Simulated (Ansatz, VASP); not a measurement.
**Two plane-wave programs on TaN**

INCAR

```
PREC = Accurate
ENCUT = 520
EDIFF = 1E-8
ISMEAR = -1
SIGMA = 0.02
LREAL = False
LASPH = True
NELM = 100
ALGO = Normal
ISIF = 2
LWAVE = False
LCHARG = False
GGA = PS
LEFG = True
NBANDS = 15
```

Contents of KPOINTS:

```
regular mesh
0
Gamma
  9 9 9
```

File POSCAR:

```
TaN
1.0
   -0.0653700000      2.1463150000      2.1463150000
    2.1463150000     -0.0653700000      2.1463150000
    2.1463150000      2.1463150000     -0.0653700000
Ta N
1 1
Direct
    0.5000000000      0.5000000000      0.5000000000
    0.0000000000      0.0000000000      0.0000000000
```

Input for Ansatz:

```yaml
crystal:
  lattice:
    - [-0.06537, 2.146315, 2.146315]
    - [2.146315, -0.06537, 2.146315]
    - [2.146315, 2.146315, -0.06537]
  atoms:
    - { symbol: Ta, position: [0.5, 0.5, 0.5] }
    - { symbol: "N", position: [0.0, 0.0, 0.0] }
kpoints:
  mp_grid: { grid: [9, 9, 9] }
scf:
  occupations: { method: fermi_dirac, width: 0.02 }
hamiltonian:
  xc: pbesol
  pseudopotentials: { kind: paw }
output:
  forces: true
  stress: true
  eigenvalues: true
  efg: { contact_densities: true }
  write_density: true
  write_potential: true
  elf: true
  volumetric_format: npy
```

Change from the starting cell: equal xy, yz and zx shear strains of -3 %, PAW files.

Alike in both runs: task electric field gradients; functional PBEsol; k mesh 9 × 9 × 9; occupations fermi-dirac, width 0.02 eV; no spin polarisation.

```csv
,VASP,Ansatz
version,VASP 6.6.1,Ansatz 0.2.0
potentials or method,"VASP PAW PBE potentials, release 64 (Ta_pv, N)","PAW with Ansatz's default frozen-core files, scalar-relativistic"
plane-wave cutoff (eV),520,420
valence electrons in the cell,16,18
```

```csv
,VASP,Ansatz,Ansatz less VASP
pressure (GPa),5.8,4.7,-1.06
"traceless stress, the component that is largest in VASP (GPa)",2.18,2.21,+0.034
size of Vzz on the site where it differs most (V/Å²),5.4,0.8,-4.58
```

VASP's potentials were made for PBE, not for PBEsol. VASP's potentials hold 16 valence electrons a cell and Ansatz's 18, so a difference there can come from the potentials and not from the codes.

Neither program's run includes spin-orbit coupling.
